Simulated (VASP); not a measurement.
Set up this calculation in VASP 6.6.1, as the native input.

| Item | Value |
| --- | --- |
| Task | single point |
| Functional | PBE |
| Potentials or basis | VASP PAW PBE potentials, release 64 (Re) |
| Cutoff | 520 eV |
| k mesh | 16 × 16 × 15 |
| Occupations | fermi-dirac, width 0.08 eV |
| Spin | no spin polarisation |
| Dipole correction | no |
| Further INCAR settings | ALGO = Normal; EDIFF = 1e-06; NBANDS = 10 |

The structure of Re lies in POSCAR:

```
Re
1.0
    2.5054259569      0.0000000000      0.0000000000
   -1.2527129784      2.1697625260      0.0000000000
    0.0000000000      0.0000000000      2.2542782086
Re
1
Direct
    0.0000000000      0.0000000000      0.0000000000
```

This isn't the form of Re at room conditions, which is hcp.

These files were run (other wordings do the same):

INCAR

```
SYSTEM = Re
ALGO = Normal
EDIFF = 1E-6
ENCUT = 520
GGA = PE
ISIF = 2
ISMEAR = -1
LASPH = .True.
LCHARG = .False.
LREAL = .False.
LWAVE = .False.
NBANDS = 10
NELM = 60
PREC = Accurate
SIGMA = 0.08
```

KPOINTS

```
k-points
0
Gamma
  16 16 15
  0 0 0
```

Potentials or basis: VASP PAW PBE potentials, release 64 (Re).

Command:

```bash
$ cat potpaw_PBE.64/Re/POTCAR > POTCAR
$ mpirun -np 1 vasp_std > vasp.out
```

Results of the run:

```yaml
Pressure: 149.4 GPa
Band_gap_on_the_k_mesh: zero (an odd number of electrons rules out a gap without spin polarisation)
```

Caveat: the stress differs along the axes, from 140 to 154 GPa; spin-orbit coupling is left out, which moves the levels of the heavy elements.

It took 39 s on 1 thread of Intel Xeon 8259CL, with other jobs on the host, peak memory 0.15 GiB.
